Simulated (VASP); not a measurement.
# CdS (I4/mmm) in VASP: notebook

The runs below take CdS through single point, with PBE, r2SCAN.

Everything below comes from runs of VASP 6.6.1. Logs are shortened: lines on timing, memory, paths and dates and some standing lists are left out, and cuts for length are marked.

## 1. The cell of the first run

The structure is tetragonal, space group I4/mmm (No. 139). The conventional cell has a = 3.933 Å, b = 3.933 Å, c = 5.369 Å, α = 90.00°, β = 90.00°, γ = 90.00°. Within 3.5 Å of Cd (site symmetry 4/mmm) lie 6 S at 2.68 to 2.78 Å. Within 3.5 Å of S (site symmetry 4/mmm) lie 6 Cd at 2.68 to 2.78 Å.

## 2. Single point, PBE (epitaxial xy strain +2.0%)

Contents of INCAR:

```
SYSTEM = CdS
ALGO = Normal
EDIFF = 1E-6
ENCUT = 520
GGA = PE
ISIF = 2
ISMEAR = -1
LASPH = .True.
LCHARG = .False.
LREAL = .False.
LWAVE = .False.
NBANDS = 16
NELM = 80
PREC = Accurate
SIGMA = 0.02
```

Contents of KPOINTS:

```
k-points
0
Gamma
  8 8 8
  0 0 0
```

Contents of POSCAR:

```
CdS
1.0
    0.0000000000      2.7813120763      2.6847339690
    2.7813120763      0.0000000000      2.6847339690
    2.7813120763      2.7813120763      0.0000000000
Cd S
1 1
Direct
    0.0000000000      0.0000000000      0.0000000000
    0.5000000000      0.5000000000      0.5000000000
```

Potentials or basis: VASP PAW PBE potentials, release 64 (Cd, S).

Command:

```bash
$ cat potpaw_PBE.64/Cd/POTCAR potpaw_PBE.64/S/POTCAR > POTCAR
$ mpirun -np 1 vasp_std > vasp.out
```

OUTCAR:

```text
SYSTEM = CdS
   EDIFF = 1E-6
   ENCUT = 520
   GGA = PE
   ISIF = 2
   ISMEAR = -1
   LASPH = .True.
   LREAL = .False.
   NELM = 80
   PREC = Accurate

 ion  position               nearest neighbor table
   1  0.000  0.000  0.000-   2 2.68   2 2.68   2 2.78   2 2.78   2 2.78   2 2.78
   2  0.500  0.500  0.500-   1 2.68   1 2.68   1 2.78   1 2.78   1 2.78   1 2.78

  LATTYP: Found a body centered tetragonal cell.
 ALAT       =     3.9333692595
 C/A-ratio  =     1.3651064987

  Lattice vectors:

 A1 = (   0.0000000000,  -2.7813120763,  -2.6847339690)
 A2 = (   0.0000000000,   2.7813120763,  -2.6847339690)
 A3 = (   2.7813120763,   0.0000000000,   2.6847339690)

Analysis of symmetry for initial positions (statically):
=====================================================================
 Subroutine PRICEL returns:
 Original cell was already a primitive cell.

 Routine SETGRP: Setting up the symmetry group for a
 body centered tetragonal supercell.

 Subroutine GETGRP returns: Found 16 space group operations
 (whereof 16 operations were pure point group operations)
 out of a pool of 16 trial point group operations.

The static configuration has the point symmetry D_4h.

Analysis of symmetry for dynamics (positions and initial velocities):
=====================================================================
 Subroutine PRICEL returns:
 Original cell was already a primitive cell.

 Routine SETGRP: Setting up the symmetry group for a
 body centered tetragonal supercell.

 Subroutine GETGRP returns: Found 16 space group operations
 (whereof 16 operations were pure point group operations)
 out of a pool of 16 trial point group operations.

The dynamic configuration has the point symmetry D_4h.

 Subroutine INISYM returns: Found 16 space group operations
 (whereof 16 operations are pure point group operations),
 and found     1 'primitive' translations

----------------------------------------------------------------------------------------

                                     Primitive cell

  volume of cell :      41.5366

  direct lattice vectors                    reciprocal lattice vectors
     0.000000000  2.781312076  2.684733969    -0.179771268  0.179771268  0.186238192
     2.781312076  0.000000000  2.684733969     0.179771268 -0.179771268  0.186238192
     2.781312076  2.781312076  0.000000000     0.179771268  0.179771268 -0.186238192

  length of vectors
     3.865681486  3.865681486  3.933369259     0.315150888  0.315150888  0.315150888

  position of ions in fractional coordinates (direct lattice)
     0.000000000  0.000000000  0.000000000
     0.500000000  0.500000000  0.500000000

  ion indices of the primitive-cell ions
   primitive index   ion index
                 1           1
                 2           2

----------------------------------------------------------------------------------------

 KPOINTS: k-points

Automatic generation of k-mesh.
 Grid dimensions read from file:
 generate k-points for:    8    8    8

 Generating k-lattice:

  Cartesian coordinates                     Fractional coordinates (reciprocal lattice)
    -0.022471409  0.022471409  0.023279774     0.125000000 -0.000000000  0.000000000
     0.022471409 -0.022471409  0.023279774    -0.000000000  0.125000000  0.000000000
     0.022471409  0.022471409 -0.023279774     0.000000000  0.000000000  0.125000000

  Length of vectors
     0.039393861  0.039393861  0.039393861

  Shift w.r.t. Gamma in fractional coordinates (k-lattice)
     0.000000000  0.000000000  0.000000000

 Subroutine IBZKPT returns following result:
 ===========================================

 Found     59 irreducible k-points:

 Following reciprocal coordinates:
            Coordinates               Weight
  0.000000  0.000000  0.000000      1.000000
  0.125000 -0.000000  0.000000      8.000000
  0.250000 -0.000000  0.000000      8.000000
  0.375000 -0.000000  0.000000      8.000000
  0.500000 -0.000000  0.000000      4.000000
  0.125000  0.125000  0.000000      2.000000
[... 16 lines left out ...]
  0.250000 -0.000000  0.125000     16.000000
  0.375000 -0.000000  0.125000     16.000000
 [... further k-points ...]
   k-points           NKPTS =     59   k-points in BZ     NKDIM =     59   number of bands    NBANDS=     16
   number of dos      NEDOS =    301   number of ions     NIONS =      2
   total plane-waves  NPLWV =  27000
   dimension x,y,z NGX =    30 NGY =   30 NGZ =   30
   dimension x,y,z NGXF=    60 NGYF=   60 NGZF=   60
   ions per type =               1   1
   NGX,Y,Z   is equivalent  to a cutoff of  12.90, 12.90, 12.68 a.u.
   NGXF,Y,Z  is equivalent  to a cutoff of  25.80, 25.80, 25.36 a.u.
 SYSTEM =  CdS
   PREC   = accura    normal or accurate (medium, high low for compatibility)
   ISTART =      0    job   : 0-new  1-cont  2-samecut
   ICHARG =      2    charge: 1-file 2-atom 10-const
   ISPIN  =      1    spin polarized calculation?
   LNONCOLLINEAR =      F non collinear calculations
   LSORBIT =      F    spin-orbit coupling
   LASPH  =      T    aspherical Exc in radial PAW
   ENCUT  =  520.0 eV  38.22 Ry    6.18 a.u.   7.19  7.19  7.31*2*pi/ulx,y,z
   NELM   =     80;   NELMIN=  2; NELMDL= -5     # of ELM steps
   EDIFF  = 0.1E-05   stopping-criterion for ELM
   LREAL  =      F    real-space projection
   EDIFFG = 0.1E-04   stopping-criterion for IOM
   NSW    =      0    number of steps for IOM
   IBRION =     -1    ionic relax: 0-MD 1-quasi-New 2-CG
   NFREE  =      0    steps in history (QN), initial steepest desc. (CG)
   ISIF   =      2    stress and relaxation
   ISYM   =      2    0-nonsym 1-usesym 2-fastsym
   POTIM  = 0.5000    time-step for ionic-motion
   TEBEG  =    0.0;   TEEND  =   0.0 temperature during run
   PSTRESS=    0.0 pullay stress
   NELECT =      18.0000    total number of electrons
   NUPDOWN=      -1.0000    fix difference up-down
   EMIN   =  10.00;   EMAX   =-10.00  energy-range for DOS
   EFERMI =   0.00;   METHOD = LEGACY
   ISMEAR =    -1;   SIGMA  =   0.02  broadening in eV -4-tet -1-fermi 0-gaus
   EFERMI_NEDOS =   21; number of points for ismear=-14 and -15
   IALGO  =     38    algorithm
   IMIX   =      4    mixing-type and parameters
     AMIX     =   0.40;   BMIX     =  1.00
     AMIX_MAG =   1.60;   BMIX_MAG =  1.00
  volume/ion in A,a.u.               =      20.77       140.15
  Fermi-wavevector in a.u.,A,eV,Ry     =   1.238860  2.341105 20.881857  1.534773
  Thomas-Fermi vector in A             =   2.373367
   LORBIT       =      0    0 simple, 1 ext, 2 COOP (PROOUT), +10 PAW based schemes
   GGA     = PE    functional components
   LHFCALC =     F    Hartree Fock is set to
   AEXX    =    0.0000 exact exchange contribution
   IVDW    =     0    specifies the selected vdW correction
   LEPSILON=     F    determine dielectric tensor
   LRPA    =     F    only Hartree local field effects (RPA)
 non-spin polarized calculation
  energy-cutoff  :      520.00
  volume of cell :       41.54
 maximum number of plane-waves:      1142
 NGX is ok and might be reduce to    30
   NGX = 15   NGY = 15   NGZ = 15

 number of electron      18.0000006 magnetization

 Free energy of the ion-electron system (eV)
  ---------------------------------------------------
  ext. energy  EPLUGINS =         0.00000000
  ---------------------------------------------------
  free energy    TOTEN  =        -5.86844260 eV

  energy without entropy =       -5.86831409  energy(sigma->0) =       -5.86837834

 E-fermi :   2.9005     XC(G=0): -10.3256

 val. band max:        2.8424447096   @ k =   0.5000  -0.0000   0.0000
 cond. band min:       2.9232733437   @ k =   0.5000   0.5000   0.0000
 fundamental gap:      0.0808286341
 Fermi energy:         2.9005488714

 k-point     1 :       0.0000    0.0000    0.0000
  band No.  band energies     occupation
      1      -9.9414      2.00000
      2      -4.8394      2.00000
      3      -4.8394      2.00000
      4      -4.8259      2.00000
      5      -4.8206      2.00000
      6      -4.7944      2.00000
[... 8 lines left out ...]
     15      13.7965      0.00000
     16      14.1148      0.00000

 k-point     2 :       0.1250   -0.0000    0.0000
  band No.  band energies     occupation
      1      -9.8109      2.00000
      2      -4.8742      2.00000
      3      -4.8667      2.00000
      4      -4.8438      2.00000
      5      -4.8043      2.00000
      6      -4.7794      2.00000
[... 8 lines left out ...]
     15      13.0694      0.00000
     16      13.9389      0.00000

 k-point     3 :       0.2500   -0.0000    0.0000
  band No.  band energies     occupation
      1      -9.4612      2.00000
      2      -4.9892      2.00000
      3      -4.9644      2.00000
      4      -4.8914      2.00000
      5      -4.7292      2.00000
      6      -4.7221      2.00000
[... 8 lines left out ...]
     15      13.6087      0.00000
     16      13.7606      0.00000

 k-point     4 :       0.3750   -0.0000    0.0000
  band No.  band energies     occupation
      1      -9.0426      2.00000
      2      -5.1038      2.00000
      3      -5.0589      2.00000
      4      -4.9899      2.00000
      5      -4.6599      2.00000
      6      -4.6517      2.00000
[... 8 lines left out ...]
     15      14.8003      0.00000
     16      14.9328      0.00000
[... 324 lines left out ...]
 k-point    22 :       0.1250    0.0000    0.1250
  band No.  band energies     occupation
      1      -9.7840      2.00000
      2      -4.8998      2.00000
      3      -4.8604      2.00000
      4      -4.8102      2.00000
      5      -4.8077      2.00000
      6      -4.7704      2.00000
[... 8 lines left out ...]
     15      15.0430      0.00000
     16      15.2017      0.00000

 k-point    23 :       0.2500   -0.0000    0.1250
  band No.  band energies     occupation
      1      -9.5340      2.00000
      2      -4.9660      2.00000
      3      -4.8815      2.00000
      4      -4.8689      2.00000
      5      -4.7496      2.00000
      6      -4.7151      2.00000
[... 8 lines left out ...]
     15      14.6719      0.00000
     16      15.2076      0.00000

 k-point    24 :       0.3750   -0.0000    0.1250
  band No.  band energies     occupation
      1      -9.1631      2.00000
      2      -5.0115      2.00000
      3      -4.9810      2.00000
      4      -4.9266      2.00000
      5      -4.6799      2.00000
      6      -4.6491      2.00000
[... 8 lines left out ...]
     15      15.2659      0.00000
     16      15.5111      0.00000

 [... further k-points ...]
[... 5 lines left out ...]
  --------------------------------------------------------------------------------------
  -------------------------------------------------------------------------------------
  Total       -0.1132679     -0.1132679      0.5750100      0.0000000      0.0000000      0.0000000
  in kB       -4.3690471     -4.3690471     22.1796800      0.0000000      0.0000000      0.0000000
  external PRESSURE =       4.4805286 kB  Pullay stress =       0.0000000 kB

 VOLUME and BASIS-vectors are now :
 -----------------------------------------------------------------------------
  energy-cutoff  :      520.00
  volume of cell :       41.54
      direct lattice vectors                 reciprocal lattice vectors
     0.000000000  2.781312076  2.684733969    -0.179771268  0.179771268  0.186238192
     2.781312076  0.000000000  2.684733969     0.179771268 -0.179771268  0.186238192
     2.781312076  2.781312076  0.000000000     0.179771268  0.179771268 -0.186238192

 POSITION                                       TOTAL-FORCE (eV/Angst)
 -----------------------------------------------------------------------------------
      0.00000      0.00000      0.00000         0.000000     -0.000000     -0.000000
      2.78131      2.78131      2.68473        -0.000000      0.000000      0.000000
 -----------------------------------------------------------------------------------
    total drift:                               -0.000000      0.000000      0.000000

  FREE ENERGIE OF THE ION-ELECTRON SYSTEM (eV)
  ---------------------------------------------------
  free  energy   TOTEN  =        -5.8684425966 eV

  energy  without entropy=       -5.8683140889  energy(sigma->0) =       -5.86837834
```

Run time: 38 s. Hardware: 1 thread of Intel Xeon Platinum 8259CL at 2.50GHz (Skylake/Cascade Lake), shared host; peak memory 0.19 GiB.

Results:

| Quantity | Value |
| --- | --- |
| Free energy | -5.8684 eV |
| Pressure | 0.4 GPa |
| Band gap on the k mesh | 0.08 eV, indirect (least direct gap 1.51 eV) |

Levels at points of the mesh, in eV from the valence-band top:
```tsv
k point	band 6	band 7	band 8	band 9	band 10	band 11	band 12	band 13
(0.00, 0.00, 0.00)	-7.64	-0.93	-0.72	-0.72	0.78	9.10	9.10	9.28
(0.50, 0.00, 0.00)	-7.46	-4.85	-0.16	0.00	3.44	5.68	6.04	6.64
(0.50, 0.50, 0.00)	-6.69	-4.23	-2.23	-2.23	0.08	5.86	9.91	10.94
(0.50, 0.00, 0.50)	-6.77	-4.21	-2.28	-1.96	0.23	6.06	9.57	10.75
```

Caveat: the cell differs from its parent crystal (epitaxial xy strain +2.0%). A k mesh can miss the band edges.

[end of part 1 of 2]
